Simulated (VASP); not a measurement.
# AlCo3 (Pm-3m) in VASP: notebook

Runs on AlCo3. Level: r2SCAN. Tasks: single point.

Everything below comes from runs of VASP 6.6.1. Logs are shortened: lines on timing, memory, paths and dates and some standing lists are left out, and cuts for length are marked.

### Step 1. The cell of the first run

The structure is cubic, space group Pm-3m (No. 221). The conventional cell has a = 3.575 Å, b = 3.575 Å, c = 3.575 Å, α = 90.00°, β = 90.00°, γ = 90.00°. Al (site symmetry m-3m) has 12 Co at 2.53 Å within 3.3 Å. Within 3.3 Å of Co (site symmetry 4/mmm) lie 4 Al at 2.53 Å and 8 Co at 2.53 Å.

### Step 2. Single point, r2SCAN, collinear spin, ferromagnetic start

POSCAR

```
AlCo3
1.0
    3.5749480000      0.0000000000      0.0000000000
    0.0000000000      3.5749480000      0.0000000000
    0.0000000000      0.0000000000      3.5749480000
Al Co
1 3
Direct
    0.0000000000      0.0000000000      0.0000000000
    0.5000000000      0.5000000000      0.0000000000
    0.5000000000      0.0000000000      0.5000000000
    0.0000000000      0.5000000000      0.5000000000
```

INCAR.step1

```
SYSTEM = AlCo3
PREC = Accurate ; ENCUT = 660
ISMEAR = 0 ; SIGMA = 0.1
LREAL = .False. ; LASPH = .True.
NELM = 200 ; ISPIN = 2
MAGMOM = 0 1.76 1.76 1.76 ; LMAXMIX = 4
NBANDS = 39 ; GGA = PE
ALGO = Normal ; EDIFF = 1E-5
LWAVE = .True. ; LCHARG = .False.
GGA_COMPAT = .False.
```

INCAR.step2

```
SYSTEM = AlCo3
PREC = Accurate ; ENCUT = 660
EDIFF = 1E-6 ; ISMEAR = 0
SIGMA = 0.1 ; LREAL = .False.
LASPH = .True. ; NELM = 200
ALGO = Normal ; ISIF = 2
LWAVE = .False. ; LCHARG = .True.
ISPIN = 2 ; MAGMOM = 0 1.76 1.76 1.76
LORBIT = 11 ; LMAXMIX = 4
METAGGA = R2SCAN ; LMIXTAU = .True.
LELF = .True. ; LVHAR = .True.
NBANDS = 39 ; ISTART = 1
GGA_COMPAT = .False.
```

KPOINTS

```
Automatic mesh
0
Gamma
  1 1 1
  0 0 0
```

Potentials or basis: VASP PAW PBE potentials, release 64 (Al, Co_sv).

Run with:

```console
> cat potpaw_PBE.64/Al/POTCAR potpaw_PBE.64/Co_sv/POTCAR > POTCAR
> cp INCAR.step1 INCAR
> mpirun -np 1 vasp_gam > vasp.out
> cp INCAR.step2 INCAR
> mpirun -np 1 vasp_gam > vasp.out
```

OUTCAR:

```text
SYSTEM = AlCo3
   PREC = Accurate
   ENCUT = 660
   EDIFF = 1E-6
   ISMEAR = 0
   LREAL = .False.
   LASPH = .True.
   NELM = 200
   ISIF = 2
   ISPIN = 2
   LORBIT = 11
   METAGGA = R2SCAN
   ISTART = 1

 ion  position               nearest neighbor table
   1  0.000  0.000  0.000-   2 2.53   3 2.53   4 2.53   3 2.53   4 2.53   2 2.53   4 2.53   4 2.53
                             2 2.53   3 2.53   3 2.53   2 2.53
   2  0.500  0.500  0.000-   1 2.53   3 2.53   4 2.53   3 2.53   4 2.53   1 2.53   3 2.53   3 2.53
                             1 2.53   4 2.53   4 2.53   1 2.53
   3  0.500  0.000  0.500-   1 2.53   2 2.53   4 2.53   1 2.53   2 2.53   2 2.53   4 2.53   2 2.53
                             1 2.53   4 2.53   1 2.53   4 2.53
   4  0.000  0.500  0.500-   1 2.53   2 2.53   3 2.53   1 2.53   2 2.53   1 2.53   3 2.53   1 2.53
                             2 2.53   3 2.53   2 2.53   3 2.53

  LATTYP: Found a simple cubic cell.
 ALAT       =     3.5749480000

  Lattice vectors:

 A1 = (   3.5749480000,   0.0000000000,   0.0000000000)
 A2 = (   0.0000000000,   3.5749480000,   0.0000000000)
 A3 = (   0.0000000000,   0.0000000000,   3.5749480000)

Analysis of symmetry for initial positions (statically):
=====================================================================
 Subroutine PRICEL returns:
 Original cell was already a primitive cell.

 Routine SETGRP: Setting up the symmetry group for a
 simple cubic supercell.

 Subroutine GETGRP returns: Found 48 space group operations
 (whereof 48 operations were pure point group operations)
 out of a pool of 48 trial point group operations.

The static configuration has the point symmetry O_h .

Analysis of symmetry for dynamics (positions and initial velocities):
=====================================================================
 Subroutine PRICEL returns:
 Original cell was already a primitive cell.

 Routine SETGRP: Setting up the symmetry group for a
 simple cubic supercell.

 Subroutine GETGRP returns: Found 48 space group operations
 (whereof 48 operations were pure point group operations)
 out of a pool of 48 trial point group operations.

The dynamic configuration has the point symmetry O_h .

Analysis of structural, dynamic, and magnetic symmetry:
=====================================================================
 Subroutine PRICEL returns:
 Original cell was already a primitive cell.

 Routine SETGRP: Setting up the symmetry group for a
 simple cubic supercell.

 Subroutine GETGRP returns: Found 48 space group operations
 (whereof 48 operations were pure point group operations)
 out of a pool of 48 trial point group operations.

The overall configuration has the point symmetry O_h .

 Subroutine INISYM returns: Found 48 space group operations
 (whereof 48 operations are pure point group operations),
 and found     1 'primitive' translations

----------------------------------------------------------------------------------------

                                     Primitive cell

  volume of cell :      45.6887

  direct lattice vectors                    reciprocal lattice vectors
     3.574948000  0.000000000  0.000000000     0.279724348  0.000000000  0.000000000
     0.000000000  3.574948000  0.000000000     0.000000000  0.279724348  0.000000000
     0.000000000  0.000000000  3.574948000     0.000000000  0.000000000  0.279724348

  length of vectors
     3.574948000  3.574948000  3.574948000     0.279724348  0.279724348  0.279724348

  position of ions in fractional coordinates (direct lattice)
     0.000000000  0.000000000  0.000000000
     0.500000000  0.500000000  0.000000000
     0.500000000  0.000000000  0.500000000
     0.000000000  0.500000000  0.500000000

  ion indices of the primitive-cell ions
   primitive index   ion index
                 1           1
                 2           2
                 3           3
                 4           4

----------------------------------------------------------------------------------------

 KPOINTS: Automatic mesh

Automatic generation of k-mesh.
 Grid dimensions read from file:
 generate k-points for:    1    1    1

 Generating k-lattice:

  Cartesian coordinates                     Fractional coordinates (reciprocal lattice)
     0.279724348  0.000000000  0.000000000     1.000000000  0.000000000  0.000000000
     0.000000000  0.279724348  0.000000000     0.000000000  1.000000000  0.000000000
     0.000000000  0.000000000  0.279724348     0.000000000  0.000000000  1.000000000

  Length of vectors
     0.279724348  0.279724348  0.279724348

  Shift w.r.t. Gamma in fractional coordinates (k-lattice)
     0.000000000  0.000000000  0.000000000

 Subroutine IBZKPT returns following result:
 ===========================================

 Found      1 irreducible k-points:

 Following reciprocal coordinates:
            Coordinates               Weight
  0.000000  0.000000  0.000000      1.000000
   k-points           NKPTS =      1   k-points in BZ     NKDIM =      1   number of bands    NBANDS=     39
   number of dos      NEDOS =    301   number of ions     NIONS =      4
   total plane-waves  NPLWV =  27000
   dimension x,y,z NGX =    30 NGY =   30 NGZ =   30
   dimension x,y,z NGXF=    60 NGYF=   60 NGZF=   60
   ions per type =               1   3
   NGX,Y,Z   is equivalent  to a cutoff of  13.95, 13.95, 13.95 a.u.
   NGXF,Y,Z  is equivalent  to a cutoff of  27.90, 27.90, 27.90 a.u.
 SYSTEM =  AlCo3
   PREC   = accura    normal or accurate (medium, high low for compatibility)
   ISTART =      1    job   : 0-new  1-cont  2-samecut
   ICHARG =      0    charge: 1-file 2-atom 10-const
   ISPIN  =      2    spin polarized calculation?
   LNONCOLLINEAR =      F non collinear calculations
   LSORBIT =      F    spin-orbit coupling
   LASPH  =      T    aspherical Exc in radial PAW
   ENCUT  =  660.0 eV  48.51 Ry    6.96 a.u.   7.49  7.49  7.49*2*pi/ulx,y,z
   NELM   =    200;   NELMIN=  2; NELMDL=  0     # of ELM steps
   EDIFF  = 0.1E-05   stopping-criterion for ELM
   LREAL  =      F    real-space projection
   EDIFFG = 0.1E-04   stopping-criterion for IOM
   NSW    =      0    number of steps for IOM
   IBRION =     -1    ionic relax: 0-MD 1-quasi-New 2-CG
   NFREE  =      0    steps in history (QN), initial steepest desc. (CG)
   ISIF   =      2    stress and relaxation
   ISYM   =      2    0-nonsym 1-usesym 2-fastsym
   POTIM  = 0.5000    time-step for ionic-motion
   TEBEG  =    0.0;   TEEND  =   0.0 temperature during run
   PSTRESS=    0.0 pullay stress
   NELECT =      54.0000    total number of electrons
   NUPDOWN=      -1.0000    fix difference up-down
   EMIN   =  10.00;   EMAX   =-10.00  energy-range for DOS
   EFERMI =   0.00;   METHOD = LEGACY
   ISMEAR =     0;   SIGMA  =   0.10  broadening in eV -4-tet -1-fermi 0-gaus
   EFERMI_NEDOS =   21; number of points for ismear=-14 and -15
   IALGO  =     38    algorithm
   IMIX   =      4    mixing-type and parameters
     AMIX     =   0.40;   BMIX     =  1.00
     AMIX_MAG =   1.60;   BMIX_MAG =  1.00
  volume/ion in A,a.u.               =      11.42        77.08
  Fermi-wavevector in a.u.,A,eV,Ry     =   1.730891  3.270909 40.762826  2.995983
  Thomas-Fermi vector in A             =   2.805361
   LORBIT       =     11    0 simple, 1 ext, 2 COOP (PROOUT), +10 PAW based schemes
   METAGGA = R2SCAN    functional components
   LHFCALC =     F    Hartree Fock is set to
   AEXX    =    0.0000 exact exchange contribution
   IVDW    =     0    specifies the selected vdW correction
   LEPSILON=     F    determine dielectric tensor
   LRPA    =     F    only Hartree local field effects (RPA)
 spin polarized calculation
 Gauss-broadening in eV      SIGMA  =   0.10
  energy-cutoff  :      660.00
  volume of cell :       45.69
 maximum number of plane-waves:       896
 NGX is ok and might be reduce to    30
   NGX = 15   NGY = 15   NGZ = 15

 number of electron      54.0000004 magnetization       1.9999998

 Free energy of the ion-electron system (eV)
  ---------------------------------------------------
  ext. energy  EPLUGINS =         0.00000000
  ---------------------------------------------------
  free energy    TOTEN  =       -43.02822626 eV

  energy without entropy =      -42.97180731  energy(sigma->0) =      -43.00001678

 E-fermi :  12.5524     XC(G=0): -13.9293

 val. band max:       12.5524051069   @ k =   0.0000   0.0000   0.0000
 cond. band min:      12.5524482037   @ k =   0.0000   0.0000   0.0000
 fundamental gap:      0.0000430969
 Fermi energy:        12.5524266553

 spin component 1

 k-point     1 :       0.0000    0.0000    0.0000
  band No.  band energies     occupation
      1     -88.0025      1.00000
      2     -87.9603      1.00000
      3     -87.9603      1.00000
      4     -50.2459      1.00000
      5     -50.2459      1.00000
      6     -50.2459      1.00000
[... 31 lines left out ...]
     38      26.4121      0.00000
     39      26.4121      0.00000
 Fermi energy:        12.5524266553

 spin component 2

 k-point     1 :       0.0000    0.0000    0.0000
  band No.  band energies     occupation
      1     -85.0207      1.00000
      2     -84.9677      1.00000
      3     -84.9677      1.00000
      4     -47.0805      1.00000
      5     -47.0805      1.00000
      6     -47.0805      1.00000
[... 31 lines left out ...]
     38      25.4768      0.00000
     39      25.4768      0.00000

------------------------ aborting loop because EDIFF is reached ----------------------------------------

  FORCE on cell =-STRESS in cart. coord.  units (eV):
  Direction    XX          YY          ZZ          XY          YZ          ZX
  --------------------------------------------------------------------------------------
  -------------------------------------------------------------------------------------
  Total        1.9767277      1.9767277      1.9767277      0.0000000      0.0000000      0.0000000
  in kB       69.3183537     69.3183537     69.3183537      0.0000000      0.0000000      0.0000000
  external PRESSURE =      69.3183537 kB  Pullay stress =       0.0000000 kB

 VOLUME and BASIS-vectors are now :
 -----------------------------------------------------------------------------
  energy-cutoff  :      660.00
  volume of cell :       45.69
      direct lattice vectors                 reciprocal lattice vectors
     3.574948000  0.000000000  0.000000000     0.279724348  0.000000000  0.000000000
     0.000000000  3.574948000  0.000000000     0.000000000  0.279724348  0.000000000
     0.000000000  0.000000000  3.574948000     0.000000000  0.000000000  0.279724348

 POSITION                                       TOTAL-FORCE (eV/Angst)
 -----------------------------------------------------------------------------------
      0.00000      0.00000      0.00000         0.000000      0.000000      0.000000
      1.78747      1.78747      0.00000         0.000000      0.000000      0.000000
      1.78747      0.00000      1.78747         0.000000      0.000000      0.000000
      0.00000      1.78747      1.78747         0.000000      0.000000      0.000000
 -----------------------------------------------------------------------------------
    total drift:                                0.000000      0.000000     -0.000000

  FREE ENERGIE OF THE ION-ELECTRON SYSTEM (eV)
  ---------------------------------------------------
  free  energy   TOTEN  =       -43.0282262620 eV

  energy  without entropy=      -42.9718073062  energy(sigma->0) =      -43.00001678

 total charge

# of ion       s       p       d       tot
------------------------------------------
    1        0.312   0.468   0.000   0.780
    2        2.200   6.096   6.885  15.181
    3        2.200   6.096   6.885  15.181
    4        2.200   6.096   6.885  15.181
--------------------------------------------------
tot          6.912  18.756  20.654  46.322

 magnetization (x)

# of ion       s       p       d       tot
------------------------------------------
    1       -0.045  -0.468   0.000  -0.513
    2       -0.008  -0.129   1.875   1.738
    3       -0.008  -0.129   1.875   1.738
    4       -0.008  -0.129   1.875   1.738
--------------------------------------------------
tot         -0.069  -0.856   5.626   4.701
```

It took 1.9 min on 1 thread of Intel Xeon Platinum 8559C (Emerald Rapids), shared host; peak memory 0.19 GiB.

Results:

```
Free energy                                           : -43.0282 eV
Pressure                                              : 6.9 GPa
Band gap on the k mesh                                : zero (filled and empty bands touch)
Net moment                                            : 2.00 μB per cell
Site moments                                          : Al -0.51; Co +1.74 μB
Valence electrons inside the program's atomic spheres : Al 0.78; Co 15.18
```

Levels at points of the mesh, in eV from the Fermi level:
Spin up:
| k point | band 26 | band 27 | band 28 | band 29 | band 30 | band 31 |
| --- | --- | --- | --- | --- | --- | --- |
| (0.00, 0.00, 0.00) | -2.06 | -2.06 | -1.98 | 1.19 | 1.19 | 1.19 |
Spin down:
```tsv
k point	band 25	band 26	band 27	band 28	band 29	band 30
(0.00, 0.00, 0.00)	-1.27	0.00	0.00	1.32	1.32	1.32
```

Caveat: the k points lie up to 1.76 Å⁻¹ apart; the PAW data sets were made with another functional, which shifts forces and pressure a little.

### Step 3. Single point, r2SCAN, collinear spin, ferromagnetic start

This run uses another cell than the first one, of 11.53 Å³/atom, 1.010 times its volume.

POSCAR

```
AlCo3
1.0
    3.5863899091      0.0000000000      0.0000000000
    0.0000000000      3.5863899091      0.0000000000
    0.0000000000      0.0000000000      3.5863899091
Al Co
1 3
Direct
    0.0000000000      0.0000000000      0.0000000000
    0.5000000000      0.5000000000      0.0000000000
    0.5000000000      0.0000000000      0.5000000000
    0.0000000000      0.5000000000      0.5000000000
```

INCAR.step1

```
ALGO = Normal
EDIFF = 1E-4
ENCUT = 520
GGA = PE
ISMEAR = 0
ISPIN = 2
LASPH = True
LCHARG = False
LMAXMIX = 4
LREAL = False
LWAVE = True
MAGMOM = 0 1.76 1.76 1.76
NBANDS = 27
NELM = 150
PREC = Accurate
SIGMA = 0.1
```

INCAR.step2

```
ALGO = Normal
EDIFF = 1E-6
ENCUT = 520
ISIF = 2
ISMEAR = 0
ISPIN = 2
ISTART = 1
LASPH = True
LCHARG = False
LMAXMIX = 4
LMIXTAU = True
LORBIT = 11
LREAL = False
LWAVE = False
MAGMOM = 0 1.76 1.76 1.76
METAGGA = R2SCAN
NBANDS = 27
NELM = 150
PREC = Accurate
SIGMA = 0.1
```

KPOINTS

```
k-points
0
Gamma
  12 12 12
```

Potentials or basis: VASP PAW PBE potentials, release 64 (Al, Co).

Run with:

```console
> cat potpaw_PBE.64/Al/POTCAR potpaw_PBE.64/Co/POTCAR > POTCAR
> cp INCAR.step1 INCAR
> mpirun -np 1 vasp_std > vasp.out
> cp INCAR.step2 INCAR
> mpirun -np 1 vasp_std > vasp.out
```

OUTCAR:

```text
EDIFF = 1E-6
   ENCUT = 520
   ISIF = 2
   ISMEAR = 0
   ISPIN = 2
   ISTART = 1
   LASPH = True
   LORBIT = 11
   LREAL = False
   METAGGA = R2SCAN
   NELM = 150
   PREC = Accurate

 ion  position               nearest neighbor table
   1  0.000  0.000  0.000-   2 2.54   3 2.54   4 2.54   3 2.54   4 2.54   2 2.54   4 2.54   4 2.54
                             2 2.54   3 2.54   3 2.54   2 2.54
[... 1676 lines left out ...]
  energy-cutoff  :      520.00
  volume of cell :       46.13
      direct lattice vectors                 reciprocal lattice vectors
     3.586389909  0.000000000  0.000000000     0.278831924  0.000000000  0.000000000
     0.000000000  3.586389909  0.000000000     0.000000000  0.278831924  0.000000000
     0.000000000  0.000000000  3.586389909     0.000000000  0.000000000  0.278831924

 POSITION                                       TOTAL-FORCE (eV/Angst)
 -----------------------------------------------------------------------------------
      0.00000      0.00000      0.00000         0.000000      0.000000      0.000000
      1.79319      1.79319      0.00000         0.000000      0.000000      0.000000
      1.79319      0.00000      1.79319         0.000000      0.000000      0.000000
      0.00000      1.79319      1.79319         0.000000      0.000000      0.000000
 -----------------------------------------------------------------------------------
    total drift:                                0.000000      0.000000      0.000000

  FREE ENERGIE OF THE ION-ELECTRON SYSTEM (eV)
  ---------------------------------------------------
  free  energy   TOTEN  =       -47.1554207012 eV

  energy  without entropy=      -47.1438839766  energy(sigma->0) =      -47.14965234

 total charge

# of ion       s       p       d       tot
------------------------------------------
    1        0.409   0.431   0.000   0.840
    2        0.481   0.550   7.267   8.299
    3        0.481   0.550   7.267   8.299
    4        0.481   0.550   7.267   8.299
--------------------------------------------------
tot          1.853   2.082  21.801  25.736

 magnetization (x)

# of ion       s       p       d       tot
------------------------------------------
    1       -0.001  -0.035   0.000  -0.037
    2        0.013  -0.008   1.585   1.591
    3        0.013  -0.008   1.585   1.591
    4        0.013  -0.008   1.585   1.591
--------------------------------------------------
tot          0.039  -0.058   4.755   4.735
```

OUTCAR.step1:

```text
EDIFF = 1E-4
   ENCUT = 520
   GGA = PE
   ISMEAR = 0
[... 1694 lines left out ...]
      0.00000      0.00000      0.00000         0.000000      0.000000      0.000000
      1.79319      1.79319      0.00000         0.000000      0.000000      0.000000
      1.79319      0.00000      1.79319         0.000000      0.000000      0.000000
      0.00000      1.79319      1.79319         0.000000      0.000000      0.000000
 -----------------------------------------------------------------------------------
    total drift:                                0.000000      0.000000      0.000000

  FREE ENERGIE OF THE ION-ELECTRON SYSTEM (eV)
  ---------------------------------------------------
  free  energy   TOTEN  =       -25.5794186733 eV

  energy  without entropy=      -25.5478757113  energy(sigma->0) =      -25.56364719
```

Wall time 17 min (1 thread of Oxide Virtual Turin-like, shared host); peak memory 0.25 GiB.

What came out:

* Free energy: -47.1554 eV
* Pressure: -0.2 GPa
* Net moment: 4.55 μB per cell
* Site moments: Al -0.04; Co +1.59 μB
* Valence electrons inside the program's atomic spheres: Al 0.84; Co 8.30

Caveat: the PAW data sets were made with another functional, which shifts forces and pressure a little.
